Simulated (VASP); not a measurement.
Write the native input for VASP 6.6.1 that does the following.

```yaml
Task: single point
Functional: BLYP
Dispersion: D4
Potentials_or_basis: VASP PAW PBE potentials, release 64 (Fe)
Cutoff: 520 eV
k_mesh: 13 × 13 × 13
Occupations: fermi-dirac, width 0.05 eV
Spin: collinear spin, ferromagnetic start
Starting_moments: "[3.0] μB"
Dipole_correction: no
Further_INCAR_settings: ALGO = Normal; EDIFF = 1e-06; NBANDS = 14
```

The structure of Fe lies in POSCAR:

```
Fe
1.0
   -1.4107304287      1.4107304287      1.4107304287
    1.4107304287     -1.4107304287      1.4107304287
    1.4107304287      1.4107304287     -1.4107304287
Fe
1
Direct
    0.0000000000      0.0000000000      0.0000000000
```

These files were run (other wordings do the same):

INCAR

```
PREC = Accurate ; ENCUT = 520
EDIFF = 1E-6 ; ISMEAR = -1
SIGMA = 0.05 ; LREAL = F
LASPH = T ; NELM = 150
ALGO = Normal ; ISIF = 2
LWAVE = F ; LCHARG = F
ISPIN = 2 ; MAGMOM = 3
LORBIT = 11 ; LMAXMIX = 4
GGA = B5 ; ALDAX = 1.0
AGGAX = 1.0 ; AGGAC = 1.0
ALDAC = 0.0 ; IVDW = 13
VDW_S6 = 1.0 ; VDW_S8 = 2.34076671
VDW_A1 = 0.44488865 ; VDW_A2 = 4.0933009
NBANDS = 14
```

KPOINTS

```
Automatic mesh
0
Gamma
  13 13 13
```

Potentials or basis: VASP PAW PBE potentials, release 64 (Fe).

Run with:

```bash
$ cat potpaw_PBE.64/Fe/POTCAR > POTCAR
$ mpirun -np 1 vasp_std > vasp.out
```

Results of the run:

The pressure is 0.2 GPa, the net moment is 2.09 μB per cell and the site moments are Fe +2.08 μB. The valence electrons inside the program's atomic spheres are Fe 7.33. The dispersion energy per atom is -0.685 eV.

Caveat: the PAW data sets were made with another functional, which shifts forces and pressure a little; pairwise dispersion overbinds metals, which lowers pressure and volume.

It took 15 s on 1 thread of Intel(R) Xeon(R) 6975P-C (Granite Rapids) (shared host), peak memory 0.14 GiB.
